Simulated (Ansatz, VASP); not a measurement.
# One calculation of Se, two programs

Contents of INCAR:

```
PREC = Accurate ; ENCUT = 520
EDIFF = 1E-6 ; ISMEAR = 0
SIGMA = 0.05 ; LREAL = False
LASPH = True ; NELM = 60
ALGO = Normal ; ISIF = 2
LWAVE = False ; LCHARG = False
GGA = PE ; IVDW = 12
NBANDS = 16
```

Contents of KPOINTS:

```
Automatic mesh
0
Gamma
  9 9 8
```

Contents of POSCAR:

```
Se
1.0
    4.3822301585      0.0000000000      0.0000000000
   -2.1911150793      3.7951226425      0.0000000000
    0.0000000000      0.0000000000      4.4190408919
Se
3
Direct
    0.2627083307      0.0000000000      0.3333333333
    0.0000000000      0.2627083307      0.6666666667
    0.7372916693      0.7372916693      0.0000000000
```

Input for Ansatz:

```yaml
crystal:
  lattice:
    - [4.3822301585, 0.0, 0.0]
    - [-2.1911150793, 3.7951226425, 0.0]
    - [0.0, 0.0, 4.4190408919]
  atoms:
    - { symbol: Se, position: [0.2627083307, 0.0, 0.3333333333] }
    - { symbol: Se, position: [0.0, 0.2627083307, 0.6666666667] }
    - { symbol: Se, position: [0.7372916693, 0.7372916693, 0.0] }
basis:
  ecutwfc: 420
kpoints:
  mp_grid: { grid: [9, 9, 8] }
hamiltonian:
  xc: pbe
  dispersion: d3bj
scf:
  occupations: { method: gaussian, width: 0.05 }
output:
  forces: true
  stress: true
  eigenvalues: true
  write_density: true
  write_potential: true
  elf: true
  volumetric_format: npy
```

Alike in both runs: task single point; functional PBE; dispersion D3(BJ); k mesh 9 × 9 × 8; occupations gaussian, width 0.05 eV; no spin polarisation.

|  | VASP | Ansatz |
| --- | --- | --- |
| version | VASP 6.6.1 | Ansatz 0.2.0 |
| potentials or method | VASP PAW PBE potentials, release 64 (Se), cutoff 520 eV | scalar-relativistic, plane waves, PAW |
| valence electrons in the cell | 18 | 48 |

Ansatz gave:

```
gap on the k mesh at the Fermi level (eV)                     : none
pressure (GPa)                                                : -0.6
traceless stress, the component that is largest in VASP (GPa) : 3.55
rms of the force components (eV/Å)                            : 0.202
```

Task: Which values does VASP return?

Result: gap on the k mesh at the Fermi level (eV): none; pressure (GPa): -0.5; traceless stress, the component that is largest in VASP (GPa): 3.55; rms of the force components (eV/Å): 0.192.

Atom by atom the forces differ by 0.010 eV/Å (rms over components). A gap of «none» marks a metal or a gap that the smearing closes. VASP's potentials hold 18 valence electrons a cell and Ansatz's 48, so a difference there can come from the potentials and not from the codes.
